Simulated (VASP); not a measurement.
# Ag (Pm-3m) in VASP: notebook, part 2 of 2

VASP 6.6.1. Earlier steps stand in the parts before.

**4. Relaxation of cell and atoms, PBE, target pressure 220 GPa, at which the enthalpy is minimised**

This run uses another cell than the first one, of 10.78 Å³/atom, 0.951 times its volume.

Input file INCAR:

```
ALGO = Normal
EDIFF = 1E-6
EDIFFG = -0.005
ENCUT = 600
GGA = PE
IBRION = 2
ISIF = 3
ISMEAR = -1
LASPH = T
LCHARG = F
LREAL = F
LWAVE = F
NELM = 60
NSW = 60
PREC = Accurate
PSTRESS = 2200.0
SIGMA = 0.1
```

Input file KPOINTS:

```
k-points
0
Gamma
  17 17 17
```

Input file POSCAR:

```
Ag
1.0
    2.2088627353      0.0000000000      0.0000000000
    0.0000000000      2.2088627353      0.0000000000
    0.0000000000      0.0000000000      2.2088627353
Ag
1
Direct
    0.0000000000      0.0000000000      0.0000000000
```

Potentials or basis: VASP PAW PBE potentials, release 64 (Ag).

The run is started by

```sh
cat potpaw_PBE.64/Ag/POTCAR > POTCAR
mpirun -np 1 vasp_std > vasp.out
```

OUTCAR:

```text
EDIFF = 1E-6
   EDIFFG = -0.005
   ENCUT = 600
   GGA = PE
   IBRION = 2
   ISIF = 3
   ISMEAR = -1
   LASPH = T
   LREAL = F
   NELM = 60
   NSW = 60
   PREC = Accurate
   PSTRESS = 2200.0

 ion  position               nearest neighbor table
   1  0.000  0.000  0.000-

  LATTYP: Found a simple cubic cell.
 ALAT       =     2.2088627353

  Lattice vectors:

 A1 = (   2.2088627353,   0.0000000000,   0.0000000000)
 A2 = (   0.0000000000,   2.2088627353,   0.0000000000)
 A3 = (   0.0000000000,   0.0000000000,   2.2088627353)

Analysis of symmetry for initial positions (statically):
=====================================================================
 Subroutine PRICEL returns:
 Original cell was already a primitive cell.

 Routine SETGRP: Setting up the symmetry group for a
 simple cubic supercell.

 Subroutine GETGRP returns: Found 48 space group operations
 (whereof 48 operations were pure point group operations)
 out of a pool of 48 trial point group operations.

The static configuration has the point symmetry O_h .

Analysis of symmetry for dynamics (positions and initial velocities):
=====================================================================
 Subroutine PRICEL returns:
 Original cell was already a primitive cell.

 Routine SETGRP: Setting up the symmetry group for a
 simple cubic supercell.

 Subroutine GETGRP returns: Found 48 space group operations
 (whereof 48 operations were pure point group operations)
 out of a pool of 48 trial point group operations.

The dynamic configuration has the point symmetry O_h .

 Subroutine INISYM returns: Found 48 space group operations
 (whereof 48 operations are pure point group operations),
 and found     1 'primitive' translations

----------------------------------------------------------------------------------------

                                     Primitive cell
[... 124 lines left out ...]
 maximum number of plane-waves:       371
 NGX is ok and might be reduce to    18
   NGX =  9   NGY =  9   NGZ =  9

--------------------------------------- Ionic step        1  -------------------------------------------

 number of electron      11.0000003 magnetization

 Free energy of the ion-electron system (eV)
  ---------------------------------------------------
  ext. energy  EPLUGINS =         0.00000000
  ---------------------------------------------------
  free energy    TOTEN  =         1.85249359 eV

  energy without entropy =        1.85721469  energy(sigma->0) =        1.85485414

------------------------ aborting loop because EDIFF is reached ----------------------------------------

  FORCE on cell =-STRESS in cart. coord.  units (eV):
  Direction    XX          YY          ZZ          XY          YZ          ZX
  --------------------------------------------------------------------------------------
  -------------------------------------------------------------------------------------
  Total       18.0747252     18.0747252     18.0747252     -0.0000000     -0.0000000      0.0000000
  in kB     2687.0521815   2687.0521815   2687.0521815     -0.0000000     -0.0000000      0.0000000
  external PRESSURE =     487.0521815 kB  Pullay stress =    2200.0000000 kB
[... 24 lines left out ...]
--------------------------------------- Ionic step        2  -------------------------------------------

 number of electron      10.9999993 magnetization

 E-fermi :   8.6321     XC(G=0): -12.2194

 val. band max:        8.5281752310   @ k =   0.3529   0.3529   0.0000
 cond. band min:       8.6417738389   @ k =   0.3529   0.2941   0.1765
 fundamental gap:      0.1135986079
 Fermi energy:         8.6320777790

 k-point     1 :       0.0000    0.0000    0.0000
  band No.  band energies     occupation
      1       0.8757      2.00000
      2       1.7172      2.00000
      3       1.7172      2.00000
      4       5.8702      2.00000
      5       5.8702      2.00000
      6       5.8702      2.00000
      7      24.1755      0.00000
      8      24.1755      0.00000
      9      24.1755      0.00000
[... 345 lines left out ...]
  energy  without entropy=        0.8732214325  energy(sigma->0) =        0.87067048

  enthalpy is  TOTEN    =        16.5793006156 eV   P V=       15.7111810803

[... ionic steps 4 to 13 ...]

--------------------------------------- Ionic step       14  -------------------------------------------

 number of electron      11.0000003 magnetization

------------------------ aborting loop because EDIFF is reached ----------------------------------------
[... 69 lines left out ...]
--------------------------------------- Ionic step       16  -------------------------------------------

 number of electron      11.0000003 magnetization

 Free energy of the ion-electron system (eV)
  ---------------------------------------------------
  ext. energy  EPLUGINS =         0.00000000
  ---------------------------------------------------
  free energy    TOTEN  =         1.05689667 eV

  energy without entropy =        1.06190040  energy(sigma->0) =        1.05939853

 E-fermi :  15.7688     XC(G=0): -14.7228

 val. band max:       15.6494186836   @ k =   0.2941   0.2941   0.2353
 cond. band min:      15.7827022908   @ k =   0.4706   0.1765   0.0588
 fundamental gap:      0.1332836072
 Fermi energy:        15.7688016745

 k-point     1 :       0.0000    0.0000    0.0000
  band No.  band energies     occupation
      1       4.6258      2.00000
      2       5.2580      2.00000
      3       5.2580      2.00000
      4      13.0006      2.00000
      5      13.0006      2.00000
      6      13.0006      2.00000
      7      34.1446      0.00000
      8      34.1446      0.00000
      9      34.1446      0.00000
[... 308 lines left out ...]
  energy  without entropy=        1.0619003977  energy(sigma->0) =        1.05939853

  enthalpy is  TOTEN    =        16.5742445633 eV   P V=       15.5173478925

 reached required accuracy - stopping structural energy minimisation
```

CONTCAR:

```text
Ag
   1.00000000000000
     2.2440634529847929    0.0000000000000000   -0.0000000000000000
     0.0000000000000000    2.2440634529847943    0.0000000000000000
     0.0000000000000000   -0.0000000000000000    2.2440634529847929
  Ag
     1
Direct
     1.0000000000000000    1.0000000000000000    0.0000000000000000

  0.00000000E+00  0.00000000E+00  0.00000000E+00
```

Run time: 46 s. Hardware: 1 thread of Intel Xeon 6975P-C (Granite Rapids), shared host; peak memory 0.14 GiB.

What came out:

| Item | Value |
| --- | --- |
| Free energy | 1.0569 eV |
| Relaxed volume | 11.30 Å³/atom |
| Relaxed cell | a = 2.244 Å, b = 2.244 Å, c = 2.244 Å, α = 90.00°, β = 90.00°, γ = 90.00° |
| Space group after relaxing (to 0.05 Å) | Pm-3m (No. 221) |
| Energy change on relaxing (the enthalpy is what falls) | -795.6 meV/atom |
| Ionic steps | 16 |
| Pressure after relaxing | 220.1 GPa |

Step by step:
```csv
step,energy change (eV),largest force (eV/Å),pressure (GPa),volume (Å³)
1,0.0000,0.0000,268.71,10.78
2,-3.9729,0.0000,26.78,16.74
3,-0.9844,0.0000,208.62,11.44
4,-0.8051,0.0000,219.51,11.31
5,-0.7903,0.0000,220.36,11.30
6,-0.7907,0.0000,220.38,11.30
7,-0.7918,0.0000,220.35,11.30
8,-0.7918,0.0000,220.30,11.30
9,-0.7918,0.0000,220.30,11.30
10,-0.7919,0.0000,220.30,11.30
11,-0.7919,0.0000,220.30,11.30
12,-0.7920,0.0000,220.29,11.30
13,-0.7923,0.0000,220.28,11.30
14,-0.7928,0.0000,220.27,11.30
15,-0.7937,0.0000,220.23,11.30
16,-0.7956,0.0000,220.06,11.30
```

Final structure:
```yaml
crystal:
  lattice:
    - [2.24406, 0.00000, 0.00000]
    - [0.00000, 2.24406, 0.00000]
    - [0.00000, 0.00000, 2.24406]
  atoms:
    - { symbol: Ag, position: [0.00000, 0.00000, 0.00000] }
```

Levels at points of the mesh, in eV from the Fermi level:
| k point | band 4 | band 5 | band 6 | band 7 | band 8 | band 9 |
| --- | --- | --- | --- | --- | --- | --- |
| (0.00, 0.00, 0.00) | -2.77 | -2.77 | -2.77 | 18.38 | 18.38 | 18.38 |

Caveat: the cell is relaxed towards a set pressure, so the enthalpy falls and the energy may rise.

**5. Relaxation of cell and atoms, PBE, target pressure 220 GPa, at which the enthalpy is minimised**

Input file INCAR:

```
SYSTEM = Ag
PREC     = Accurate       ! precision mode
ENCUT    = 600            ! plane-wave cutoff, eV
EDIFF    = 1E-6           ! SCF threshold, eV
ISMEAR   = -1             ! smearing method
SIGMA    = 0.1            ! smearing width, eV
LREAL    = .FALSE.        ! projectors in reciprocal space
LASPH    = .TRUE.         ! aspherical terms in the spheres
NELM     = 80             ! most SCF steps
ALGO     = Normal         ! electronic algorithm
ISIF     = 3              ! what is computed and relaxed
LWAVE    = .FALSE.        ! write WAVECAR
LCHARG   = .FALSE.        ! write CHGCAR
GGA      = PE             ! functional
IBRION   = 2              ! ionic algorithm
NSW      = 32             ! ionic steps
EDIFFG   = -0.005         ! ionic threshold
PSTRESS  = 2200.0
```

Input file KPOINTS:

```
Automatic mesh
0
G
  17 17 17
  0 0 0
```

Input file POSCAR:

```
Ag
1.0
    2.2461970885      0.0000000000      0.0000000000
    0.0000000000      2.2461970885      0.0000000000
    0.0000000000      0.0000000000      2.2461970885
Ag
1
Direct
    0.0000000000      0.0000000000      0.0000000000
```

The run is started by

```sh
cat potpaw_PBE.64/Ag/POTCAR > POTCAR
mpirun -np 1 vasp_std > vasp.out
```

Run time: 23 s. Hardware: 1 thread of Intel Xeon 6975P-C (Granite Rapids), shared host; peak memory 0.14 GiB.

The run converged. Its results:

```
Free energy                                            : 1.0546 eV
Relaxed volume                                         : 11.30 Å³/atom
Relaxed cell                                           : a = 2.244 Å, b = 2.244 Å, c = 2.244 Å, α = 90.00°, β = 90.00°, γ = 90.00°
Space group after relaxing (to 0.05 Å)                 : Pm-3m (No. 221)
Energy change on relaxing (the enthalpy is what falls) : +42.3 meV/atom
Ionic steps                                            : 3
Pressure after relaxing                                : 220.0 GPa
```

The path:
| step | energy change (eV) | largest force (eV/Å) | pressure (GPa) | volume (Å³) |
| --- | --- | --- | --- | --- |
| 1 | 0.0000 | 0.0000 | 217.43 | 11.33 |
| 2 | 0.4252 | 0.0000 | 243.42 | 11.04 |
| 3 | 0.0423 | 0.0000 | 219.99 | 11.30 |

Final structure:
```xyz
1
Lattice="2.2441 0.0000 0.0000 0.0000 2.2441 0.0000 0.0000 0.0000 2.2441" Properties=species:S:1:pos:R:3 pbc="T T T"
Ag    0.0000    0.0000    0.0000
```

Levels at points of the mesh, in eV from the Fermi level:
| k point | band 2 | band 3 | band 4 | band 5 | band 6 | band 7 | band 8 | band 9 |
| --- | --- | --- | --- | --- | --- | --- | --- | --- |
| (0.00, 0.00, 0.00) | -10.51 | -10.51 | -2.77 | -2.77 | -2.77 | 18.38 | 18.38 | 18.38 |

Caveat: the cell is relaxed towards a set pressure, so the enthalpy falls and the energy may rise.

**6. Overview**

```tsv
task	cell	cutoff (eV)	gap on the mesh (eV)	pressure (GPa)
single point	a = 2.246 Å, 1 atom	520	none	217.3
relaxation of cell and atoms	relaxed to 220 GPa from a = 2.209 Å, 1 atom	600	none	220.1
relaxation of cell and atoms	relaxed to 220 GPa from a = 2.246 Å, 1 atom	600	none	220.0
```

Alike in all rows: level PBE; potentials or basis VASP PAW PBE potentials, release 64 (Ag); no spin polarisation; k mesh 17 × 17 × 17; smearing fermi-dirac 0.1 eV.

Caveats: the cell is relaxed towards a set pressure, so the enthalpy falls and the energy may rise (some runs).

Total energies depend on the potentials used, so only differences within one code and one set of settings carry meaning.
